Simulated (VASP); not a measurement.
Here is a VASP 6.6.1 calculation.

Contents of POSCAR:

```
Fe
1.0
    0.0000000000      1.9735771474      1.9973257277
    1.5230086620      0.0000000000      1.9973257277
    1.5230086620      1.9735771474      0.0000000000
Fe
1
Direct
    0.0000000000      0.0000000000      0.0000000000
```

The input INCAR.step1:

```
  PREC = Accurate
  ENCUT = 520
  ISMEAR = -1
  SIGMA = 0.1
  LREAL = F
  LASPH = T
  NELM = 150
  ISPIN = 2
  MAGMOM = 3
  LMAXMIX = 4
  NBANDS = 14
  GGA = PE
  ALGO = Normal
  EDIFF = 1E-4
  LWAVE = T
  LCHARG = F
```

INCAR.step2

```
  PREC = Accurate
  ENCUT = 520
  EDIFF = 1E-6
  ISMEAR = -1
  SIGMA = 0.1
  LREAL = F
  LASPH = T
  NELM = 150
  ALGO = Normal
  ISIF = 2
  LWAVE = F
  LCHARG = F
  ISPIN = 2
  MAGMOM = 3
  LORBIT = 11
  LMAXMIX = 4
  METAGGA = R2SCAN
  LMIXTAU = T
  NBANDS = 14
  ISTART = 1
```

KPOINTS

```
regular mesh
0
Gamma
  14 14 14
```

Potentials or basis: VASP PAW PBE potentials, release 64 (Fe).

Command:

```console
$ cat potpaw_PBE.64/Fe/POTCAR > POTCAR
$ cp INCAR.step1 INCAR
$ mpirun -np 1 vasp_std > vasp.out
$ cp INCAR.step2 INCAR
$ mpirun -np 1 vasp_std > vasp.out
```

Question: Estimate the pressure.

Answer: -2.9 GPa.

Question: What does it give for the net moment?

Answer: 2.68 μB per cell.

Question: What does it give for the site moments?

Answer: Fe +2.75 μB.

Stress tensor (GPa, compression positive):
```
-5.95  0.00  0.00
 0.00 -1.06  0.00
 0.00  0.00 -1.74
```

Caveat: the PAW data sets were made with another functional, which shifts forces and pressure a little.
